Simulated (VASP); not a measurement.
Runs of VASP 6.6.1 on CdTeF6. The structure is that of space group Fm-3m (No. 225), or close to it. The cells are those of the table. 

```tsv
task	level	potentials or basis	cell	k mesh	cutoff (eV)	smearing	k mesh for the DOS	occupations for the DOS	gap on the mesh (eV)	pressure (GPa)	relaxed volume (Å³/atom)	largest force (eV/Å)
single point	PBE	VASP PAW PBE potentials, release 64 (Cd, Te, F)	a = 6.147 Å, angles 60.0°, 8 atoms	6 × 6 × 6	520	gaussian 0.02 eV	-	-	2.73	-0.2	-	0.10
relaxation of cell and atoms	PBE	VASP PAW PBE potentials, release 64 (Cd, Te, F)	relaxed from a = 6.136 Å, angles 60.0°, 8 atoms	6 × 6 × 6	600	gaussian 0.02 eV	-	-	2.71	0.0	20.49	-
relaxation of cell and atoms	PBE	VASP PAW PBE potentials, release 64 (Cd, Te, F)	relaxed from a = 6.057 Å, angles 60.0°, 8 atoms	4 × 4 × 4	600	gaussian 0.1 eV	-	-	2.72	0.0	20.48	0.03
single point	r2SCAN	VASP PAW PBE potentials, release 64 (Cd, Te, F)	a = 6.147 Å, angles 60.0°, 8 atoms	6 × 6 × 6	520	gaussian 0.02 eV	-	-	(b)	-2.6	-	0.18
single point	PBE	VASP PAW PBE potentials, release 64 (Cd, Te, F)	a = 6.136 Å, angles 60.0°, 8 atoms	4 × 4 × 4	520	gaussian 0.1 eV	-	-	2.75	0.0	-	0.14
single point	PBE	VASP PAW PBE potentials, release 64 (Cd, Te, F)	a = 6.057 Å, angles 60.0°, 8 atoms	4 × 4 × 4	520	gaussian 0.1 eV	-	-	(a)	1.4	-	1.26
```

Alike in all rows: no spin polarisation.

Fill in the values left out.

(a) 2.82; (b) 3.16.

Caveats: spin-orbit coupling is left out, which moves the levels of the heavy elements; the PAW data sets were made with another functional, which shifts forces and pressure a little (some runs); forces of over 1 eV/Å act on the atoms, so gaps and moduli don't describe the material at rest (some runs).

A k mesh can miss the band edges, and the runs leave out spin-orbit coupling on Cd, Te.
